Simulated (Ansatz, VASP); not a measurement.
**Two plane-wave programs on GaN**

```
CELL_PARAMETERS angstrom
0.00000 2.24895 2.24895
2.22534 0.00000 2.24895
2.22534 2.24895 0.00000
ATOMIC_POSITIONS crystal
Ga 0.00000 0.00000 0.00000
N 0.25000 0.25000 0.25000
```

Change from the starting cell: uniaxial_x strain -1.1%.

Alike in both runs: task single point; functional r2SCAN; k mesh 10 × 10 × 10; no spin polarisation.

```csv
,VASP,Ansatz
version,VASP 6.6.1,Ansatz 0.2.0
potentials or method,"VASP PAW PBE potentials, release 64 (Ga_d, N)","plane waves, PAW"
plane-wave cutoff (eV),520,500
occupations,"gaussian, width 0.01 eV",fixed
valence electrons in the cell,18,18
```

VASP gave:

| Property | Result |
| --- | --- |
| gap on the k mesh at the Fermi level (eV) | 2.20 |
| pressure (GPa) | 3.3 |
| traceless stress, the component that is largest in VASP (GPa) | 0.90 |

Problem. Estimate Ansatz's values.

Solution. gap on the k mesh at the Fermi level (eV): 2.21; pressure (GPa): 2.1; traceless stress, the component that is largest in VASP (GPa): 0.90.

VASP's potentials were made for PBE, not for r2SCAN.
